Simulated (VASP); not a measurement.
Runs of VASP 6.6.1 on Au. The structure is that of space group Fm-3m (No. 225), or close to it. The cells are those of the table. 

```csv
task,cell,k mesh for the DOS,occupations for the DOS,gap on the mesh (eV),pressure (GPa)
single point,"a = 2.488 Å, angles 60.0°, 1 atom",-,-,none,269.8
single point,"a = 2.366 Å, angles 60.0°, 1 atom",-,-,none,(a)
single point,"a = 2.767 Å, angles 60.0°, 1 atom",-,-,none,31.8
single point,"a = 2.681 Å, angles 60.0°, 1 atom",-,-,none,72.9
single point,"a = 2.588 Å, angles 60.0°, 1 atom",-,-,none,(b)
```

Alike in all rows: level PBEsol; potentials or basis VASP PAW PBE potentials, release 64 (Au); no spin polarisation; k mesh 18 × 18 × 18; cutoff (eV) 520; smearing fermi-dirac 0.08 eV.

Task: Estimate the missing entries.

Result: (a) 539.8; (b) 144.1.

Caveats: the PAW data sets were made with another functional, which shifts forces and pressure a little; spin-orbit coupling is left out, which moves the levels of the heavy elements.

A k mesh can miss the band edges, and the runs leave out spin-orbit coupling on Au.

A gap of «none» marks levels without a gap at the run's occupations.
